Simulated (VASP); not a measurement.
# Al2P (P4_2/mnm) in VASP: notebook, part 2 of 2

VASP 6.6.1. Earlier steps stand in the parts before.

## 4. Single point, PBE

This run uses another cell than the first one, of 20.44 Å³/atom, 1.026 times its volume.

Input file INCAR:

```
SYSTEM = Al2P
PREC = Accurate
ENCUT = 520
EDIFF = 1E-6
ISMEAR = 0
SIGMA = 0.1
LREAL = .FALSE.
LASPH = .TRUE.
NELM = 100
ALGO = Normal
ISIF = 2
LWAVE = .FALSE.
LCHARG = .FALSE.
GGA = PE
NBANDS = 20
```

Input file KPOINTS:

```
regular mesh
0
G
  6 6 12
  0 0 0
```

Input file POSCAR:

```
Al2P
1.0
    5.8811664893      0.0000000000      0.0000000000
    0.0000000000      5.8811664893      0.0000000000
    0.0000000000      0.0000000000      3.5450400879
Al P
4 2
Direct
    0.2930642597      0.2930642597      0.0000000000
    0.7069357403      0.7069357403      0.0000000000
    0.7930642597      0.2069357403      0.5000000000
    0.2069357403      0.7930642597      0.5000000000
    0.0000000000      0.0000000000      0.0000000000
    0.5000000000      0.5000000000      0.5000000000
```

Potentials or basis: VASP PAW PBE potentials, release 64 (Al, P).

Command:

```bash
$ cat potpaw_PBE.64/Al/POTCAR potpaw_PBE.64/P/POTCAR > POTCAR
$ mpirun -np 1 vasp_std > vasp.out
```

OUTCAR:

```text
SYSTEM = Al2P
   PREC = Accurate
   ENCUT = 520
   EDIFF = 1E-6
   ISMEAR = 0
   LREAL = .FALSE.
   LASPH = .TRUE.
   NELM = 100
   ISIF = 2
   GGA = PE

 ion  position               nearest neighbor table
   1  0.293  0.293  0.000-   5 2.44   6 2.47   6 2.47
   2  0.707  0.707  0.000-   5 2.44   6 2.47   6 2.47
   3  0.793  0.207  0.500-   6 2.44   5 2.47   5 2.47
   4  0.207  0.793  0.500-   6 2.44   5 2.47   5 2.47
   5  0.000  0.000  0.000-   1 2.44   2 2.44   3 2.47   4 2.47   3 2.47   4 2.47
   6  0.500  0.500  0.500-   3 2.44   4 2.44   1 2.47   2 2.47   1 2.47   2 2.47

  LATTYP: Found a simple tetragonal cell.
 ALAT       =     5.8811664893
 C/A-ratio  =     0.6027783934

  Lattice vectors:

 A1 = (   5.8811664893,   0.0000000000,   0.0000000000)
 A2 = (   0.0000000000,   5.8811664893,   0.0000000000)
 A3 = (   0.0000000000,   0.0000000000,   3.5450400879)

Analysis of symmetry for initial positions (statically):
=====================================================================
 Subroutine PRICEL returns:
 Original cell was already a primitive cell.

 Routine SETGRP: Setting up the symmetry group for a
 simple tetragonal supercell.

[... 174 lines left out ...]

  energy without entropy =      -24.26166224  energy(sigma->0) =      -24.26822804

 E-fermi :   5.9700     XC(G=0):  -9.3842

 val. band max:        5.9695057324   @ k =   0.3333   0.3333   0.2500
 cond. band min:       5.9712725448   @ k =   0.1667   0.0000   0.4167
 fundamental gap:      0.0017668124
 Fermi energy:         5.9699796559

 k-point     1 :       0.0000    0.0000    0.0000
  band No.  band energies     occupation
      1      -7.0549      2.00000
      2      -5.9348      2.00000
      3      -1.0569      2.00000
      4      -1.0569      2.00000
      5       1.5734      2.00000
      6       1.5734      2.00000
[... 541 lines left out ...]
     19      10.4725      0.00000
     20      10.4725      0.00000

 [... further k-points ...]
[... 5 lines left out ...]
  --------------------------------------------------------------------------------------
  -------------------------------------------------------------------------------------
  Total       -0.0506603     -0.0506603     -0.0217283     -0.0000000      0.0000000      0.0000000
  in kB       -0.6619580     -0.6619580     -0.2839145     -0.0000000      0.0000000      0.0000000
  external PRESSURE =      -0.5359435 kB  Pullay stress =       0.0000000 kB

 VOLUME and BASIS-vectors are now :
 -----------------------------------------------------------------------------
  energy-cutoff  :      520.00
  volume of cell :      122.62
      direct lattice vectors                 reciprocal lattice vectors
     5.881166489  0.000000000  0.000000000     0.170034295  0.000000000  0.000000000
     0.000000000  5.881166489  0.000000000     0.000000000  0.170034295  0.000000000
     0.000000000  0.000000000  3.545040088     0.000000000  0.000000000  0.282084257

 POSITION                                       TOTAL-FORCE (eV/Angst)
 -----------------------------------------------------------------------------------
      1.72356      1.72356      0.00000         0.000092      0.000092     -0.000000
      4.15761      4.15761      0.00000        -0.000092     -0.000092      0.000000
      4.66414      1.21702      1.77252         0.000092     -0.000092      0.000000
      1.21702      4.66414      1.77252        -0.000092      0.000092      0.000000
      0.00000      0.00000      0.00000         0.000000      0.000000      0.000000
      2.94058      2.94058      1.77252         0.000000      0.000000      0.000000
 -----------------------------------------------------------------------------------
    total drift:                               -0.000000     -0.000000      0.000000

  FREE ENERGIE OF THE ION-ELECTRON SYSTEM (eV)
  ---------------------------------------------------
  free  energy   TOTEN  =       -24.2747938496 eV

  energy  without entropy=      -24.2616622372  energy(sigma->0) =      -24.26822804
```

stdout:

```text
POSCAR found type information on POSCAR AlP
 POSCAR found :  2 types and       6 ions
 scaLAPACK will be used
 LDA part: xc-table for (Slater+PW92), standard interpolation
 POSCAR, INCAR and KPOINTS ok, starting setup
 FFT: planning ... GRIDC
 FFT: planning ... GRID_SOFT
 FFT: planning ... GRID
 WAVECAR not read
 entering main loop
```

Wall time 2.1 min (1 thread of Intel Xeon Platinum 8259CL at 2.50GHz (Skylake/Cascade Lake), shared host); peak memory 0.32 GiB.

Results:

```
Free energy            : -24.2748 eV
Pressure               : -0.1 GPa
Band gap on the k mesh : zero (band 11 reaches 7.34 eV, above the bottom of band 12 at 4.72 eV)
```

Levels at points of the mesh, in eV from the Fermi level:
```
           k point  band 8  band 9  band 10  band 11  band 12  band 13  band 14  band 15
(0.00, 0.00, 0.00)   -2.81   -2.51    -1.92    -1.73     1.31     2.39     3.75     3.75
(0.50, 0.00, 0.00)   -2.14   -0.55    -0.55     0.70     0.70     1.07     1.07     2.49
(0.50, 0.50, 0.00)   -2.10   -1.59    -1.59     1.29     1.29     1.39     1.39     2.01
(0.00, 0.00, 0.50)   -4.43   -0.81    -0.81    -0.21    -0.21     0.12     0.12     0.30
(0.50, 0.00, 0.50)   -4.27   -2.61    -2.61    -1.25    -1.25     2.04     2.04     2.85
(0.50, 0.50, 0.50)   -4.93   -0.73    -0.73     0.22     0.22     0.90     0.90     2.16
```

## 5. Relaxation of cell and atoms, PBE

Input file INCAR:

```
SYSTEM = Al2P
PREC = Accurate ; ENCUT = 600
EDIFF = 1E-7 ; ISMEAR = 0
SIGMA = 0.1 ; LREAL = .False.
LASPH = .True. ; NELM = 100
ALGO = Normal ; ISIF = 3
LWAVE = .False. ; LCHARG = .False.
GGA = PE ; IBRION = 2
NSW = 100 ; EDIFFG = -0.01
```

Input file KPOINTS:

```
regular mesh
0
Gamma
  6 6 12
  0 0 0
```

Input file POSCAR:

```
Al2P
1.0
    6.2297466851      0.0000000000      0.0000000000
    0.0000000000      6.2297466851      0.0000000000
    0.0000000000      0.0000000000      3.0802736721
Al P
4 2
Direct
    0.2753370991      0.2753370991      0.0000000000
    0.7246629009      0.7246629009      0.0000000000
    0.7753370991      0.2246629009      0.5000000000
    0.2246629009      0.7753370991      0.5000000000
    0.0000000000      0.0000000000      0.0000000000
    0.5000000000      0.5000000000      0.5000000000
```

Command:

```bash
$ cat potpaw_PBE.64/Al/POTCAR potpaw_PBE.64/P/POTCAR > POTCAR
$ mpirun -np 1 vasp_std > vasp.out
```

Run time: 14 min. Hardware: 1 thread of Intel Xeon Platinum 8259CL at 2.50GHz (Skylake/Cascade Lake), shared host; peak memory 0.34 GiB.

Results (log left out):

- Free energy: -24.2748 eV
- Relaxed volume: 20.42 Å³/atom
- Relaxed cell: a = 5.878 Å, b = 5.878 Å, c = 3.546 Å, α = 90.00°, β = 90.00°, γ = 90.00°
- Space group after relaxing (to 0.05 Å): P4_2/mnm (No. 136)
- Energy gained by relaxing: 125.2 meV/atom
- Ionic steps: 11
- Pressure after relaxing: 0.0 GPa
- Largest force after relaxing: 0.006 eV/Å
- Band gap on the k mesh: zero (band 11 reaches 7.35 eV, above the bottom of band 12 at 4.73 eV)

Forces in eV/Å, atoms in the order of the input:
```
Al  -0.004 -0.004  0.000
Al   0.004  0.004  0.000
Al  -0.004  0.004  0.000
Al   0.004 -0.004  0.000
P    0.000  0.000  0.000
P    0.000  0.000  0.000
```

Step by step:
```tsv
step	energy change (eV)	largest force (eV/Å)	pressure (GPa)	volume (Å³)
1	0.0000	0.1914	0.56	119.54
2	-0.1598	0.3966	0.06	120.68
3	-0.5666	0.8127	-0.47	123.25
4	-0.6924	0.4906	-0.33	122.88
5	-0.7273	0.1756	-0.05	122.47
6	-0.7508	0.0098	0.07	122.30
7	-0.7513	0.0179	0.12	122.27
8	-0.7513	0.0217	0.12	122.26
9	-0.7514	0.0110	-0.05	122.65
10	-0.7514	0.0129	-0.02	122.58
11	-0.7515	0.0058	-0.01	122.53
```

Final structure:
```yaml
crystal:
  lattice:
    - [5.87835, 0.00000, 0.00000]
    - [0.00000, 5.87835, 0.00000]
    - [0.00000, 0.00000, 3.54607]
  atoms:
    - { symbol: Al, position: [0.29317, 0.29317, 0.00000] }
    - { symbol: Al, position: [0.70683, 0.70683, 0.00000] }
    - { symbol: Al, position: [0.79317, 0.20683, 0.50000] }
    - { symbol: Al, position: [0.20683, 0.79317, 0.50000] }
    - { symbol: P, position: [0.00000, 0.00000, 0.00000] }
    - { symbol: P, position: [0.50000, 0.50000, 0.50000] }
```

Levels at points of the mesh, in eV from the Fermi level:
| k point | band 9 | band 10 | band 11 | band 12 | band 13 | band 14 |
| --- | --- | --- | --- | --- | --- | --- |
| (0.00, 0.00, 0.00) | -2.52 | -1.92 | -1.74 | 1.29 | 2.39 | 3.74 |
| (0.50, 0.00, 0.00) | -0.55 | -0.55 | 0.70 | 0.70 | 1.08 | 1.08 |
| (0.50, 0.50, 0.00) | -1.58 | -1.58 | 1.30 | 1.30 | 1.39 | 1.39 |
| (0.00, 0.00, 0.50) | -0.81 | -0.81 | -0.21 | -0.21 | 0.12 | 0.12 |
| (0.50, 0.00, 0.50) | -2.61 | -2.61 | -1.25 | -1.25 | 2.04 | 2.04 |
| (0.50, 0.50, 0.50) | -0.73 | -0.73 | 0.22 | 0.22 | 0.90 | 0.90 |

## 6. Summary

```tsv
task	cell	k mesh	cutoff (eV)	gap on the mesh (eV)	pressure (GPa)	largest force (eV/Å)
single point	a = 6.230, b = 6.230, c = 3.080 Å, 6 atoms	4 × 4 × 6	520	none	-0.2	0.02
single point	a = 6.505, b = 6.505, c = 3.231 Å, 6 atoms	4 × 4 × 6	520	none	-5.6	0.02
single point	a = 5.881, b = 5.881, c = 3.545 Å, 6 atoms	6 × 6 × 12	520	none	-0.1	-
relaxation of cell and atoms	relaxed from a = 6.230, b = 6.230, c = 3.080 Å, 6 atoms	6 × 6 × 12	600	none	0.0	0.01
```

Alike in all rows: level PBE; potentials or basis VASP PAW PBE potentials, release 64 (Al, P); no spin polarisation; smearing gaussian 0.1 eV.

Absolute energies hang on the potentials; compare differences alone.
